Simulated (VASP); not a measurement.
A run of VASP 6.6.1 is set up as follows.

File INCAR:

```
PREC = Accurate
ENCUT = 500
EDIFF = 1E-6
ISMEAR = 1
SIGMA = 0.1
LREAL = False
LASPH = True
NELM = 120
ALGO = Normal
ISIF = 2
LWAVE = False
LCHARG = True
GGA = PE
LELF = True
LVHAR = True
NBANDS = 8
GGA_COMPAT = False
```

File KPOINTS:

```
Automatic mesh
0
Gamma
  8 8 8
```

File POSCAR:

```
Al
1.0
    2.7173679727      0.0000000000      0.0000000000
    0.0000000000      2.7173679727      0.0000000000
    0.0000000000      0.0000000000      2.7173679727
Al
1
Direct
    0.0000000000      0.0000000000      0.0000000000
```

Potentials or basis: VASP PAW PBE potentials, release 64 (Al).

Command:

```bash
$ cat potpaw_PBE.64/Al/POTCAR > POTCAR
$ mpirun -np 1 vasp_std > vasp.out
```

What does it give for the band gap on the k mesh?

Zero (an odd number of electrons rules out a gap without spin polarisation).

What does it give for the pressure?

0.0 GPa.
